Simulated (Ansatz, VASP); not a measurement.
## Ba in VASP and in Ansatz

```
CELL_PARAMETERS angstrom
4.49093 0.00000 0.00000
-2.24547 3.88926 0.00000
0.00000 0.00000 22.00809
ATOMIC_POSITIONS crystal
Ba 0.00000 0.00000 0.00000
Ba 0.33333 0.66667 0.16661
Ba 0.66667 0.33333 0.33339
Ba 0.00000 0.00000 0.50000
Ba 0.66667 0.33333 0.66661
Ba 0.33333 0.66667 0.83339
```

Alike in both runs: functional PBE; k mesh 12 × 12 × 2; occupations gaussian, width 0.1 eV; no spin polarisation.

Ansatz relaxed the structure, and its values are those at the end. VASP's run is a single point on that final structure, the one shown.

```csv
,VASP,Ansatz
version,VASP 6.6.1,Ansatz 0.2.0
potentials or method,"VASP PAW PBE potentials, release 64 (Ba_sv), cutoff 520 eV","scalar-relativistic, plane waves, PAW"
valence electrons in the cell,60,60
```

```csv
,VASP,Ansatz,Ansatz less VASP
gap on the k mesh at the Fermi level (eV),none,none,-
pressure (GPa),0.0,0.0,-0.05
```

A gap of «none» marks a metal or a gap that the smearing closes.

Neither program's run includes spin-orbit coupling.
